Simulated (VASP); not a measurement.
CoNiO2, 4 atoms in the cell. The structure is tetragonal, space group P4/mmm (No. 123). Conventional cell: a = 3.014 Å, b = 3.014 Å, c = 4.222 Å, α = 90.00°, β = 90.00°, γ = 90.00°. Ni (site symmetry 4/mmm) has 6 O at 2.11 to 2.13 Å within 2.8 Å. Co (site symmetry 4/mmm) has 6 O at 2.11 to 2.13 Å within 2.8 Å. Within 2.8 Å of O (site symmetry 4/mmm) lie 2 Ni at 2.11 Å and 4 Co at 2.13 Å. Within 2.8 Å of O (site symmetry 4/mmm) lie 2 Co at 2.11 Å and 4 Ni at 2.13 Å. 

* Program: VASP 6.6.1
* Task: single point
* Functional: PBEsol
* Potentials or basis: VASP PAW PBE potentials, release 64 (Ni, Co, O)
* Cutoff: 520 eV
* k mesh: 9 × 9 × 6
* Occupations: fermi-dirac, width 0.05 eV
* Spin: collinear spin, ferromagnetic start
* Starting moments: [1.0, 2.0, 0.0, 0.0] μB
* Dipole correction: no
* Further INCAR settings: ALGO = Normal; EDIFF = 1e-07; NBANDS = 28

Potentials or basis: VASP PAW PBE potentials, release 64 (Ni, Co, O).

Command:

```sh
$ cat potpaw_PBE.64/Ni/POTCAR potpaw_PBE.64/Co/POTCAR potpaw_PBE.64/O/POTCAR > POTCAR
$ mpirun -np 1 vasp_std > vasp.out
```

Hardware: 1 thread of Intel(R) Xeon(R) 6975P-C (Granite Rapids), with other jobs on the host.

Question: Estimate the wall time of this run.

Answer: It took 2.4 min on 1 thread of Intel(R) Xeon(R) 6975P-C (Granite Rapids), with other jobs on the host, peak memory 0.24 GiB. Counts: scf iterations 56, k points 60.
